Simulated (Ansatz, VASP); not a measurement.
## One calculation of TiTeMo3, two programs

```
Ti Te Mo
1.0
     4.66187    0.00000    0.00000
     0.00000    4.66187    0.00000
     0.00000    0.00000    4.66187
Ti Te Mo
1 1 3
Direct
  0.50000 0.50000 0.50000
  0.00000 0.00000 0.00000
  0.50000 0.00000 0.00000
  0.00000 0.50000 0.00000
  0.00000 0.00000 0.50000
```

Alike in both runs: task single point; functional PBE; k mesh 4 × 4 × 4; occupations gaussian, width 0.1 eV; no spin polarisation.

|  | VASP | Ansatz |
| --- | --- | --- |
| version | VASP 6.6.1 | Ansatz 0.2.0 |
| potentials or method | VASP PAW PBE potentials, release 64 (Ti_sv, Te, Mo_sv), cutoff 520 eV | scalar-relativistic, plane waves, PAW |
| valence electrons in the cell | 60 | 70 |

|  | VASP | Ansatz | Ansatz less VASP |
| --- | --- | --- | --- |
| gap on the k mesh at the Fermi level (eV) | none | none | - |
| pressure (GPa) | 18.2 | 18.2 | +0.08 |

A gap of «none» marks a metal or a gap that the smearing closes. VASP's potentials hold 60 valence electrons a cell and Ansatz's 70, so a difference there can come from the potentials and not from the codes.

Spin-orbit coupling is off throughout.
